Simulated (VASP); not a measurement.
Al: single point with PBE

Al:

```xyz
2
Lattice="2.8125 0.0000 0.0000 -1.4062 2.4357 0.0000 0.0000 0.0000 4.8669" Properties=species:S:1:pos:R:3 pbc="T T T"
Al    1.4062    0.8119    3.6501
Al    0.0000    1.6238    1.2167
```

```yaml
Program: VASP 6.6.1
Task: single point
Functional: PBE
Potentials_or_basis: VASP PAW PBE potentials, release 64 (Al)
Cutoff: 520 eV
k_mesh: 15 × 15 × 8
Occupations: gaussian, width 0.05 eV
Spin: no spin polarisation
Dipole_correction: no
Further_INCAR_settings: ALGO = Normal; EDIFF = 1e-06; NBANDS = 10
```

The pressure is 0.3 GPa. The band gap on the k mesh is zero (band 3 reaches 11.33 eV, above the bottom of band 4 at 4.89 eV).

Stress tensor (GPa, compression positive):
```
 1.32  0.00  0.00
 0.00  1.32  0.00
 0.00  0.00 -1.82
```

Levels at points of the mesh, in eV from the Fermi level:
```csv
k point,band 1,band 2,band 3,band 4,band 5,band 6,band 7
"(0.00, 0.00, 0.00)",-11.11,-5.11,-4.88,11.11,11.39,11.39,11.61
"(0.00, 0.00, 0.50)",-9.56,-9.56,2.34,2.34,12.43,12.43,12.43
```

It took 12 s on 1 thread of Intel(R) Xeon(R) 6975P-C (Granite Rapids), with other jobs on the host, peak memory 0.16 GiB.
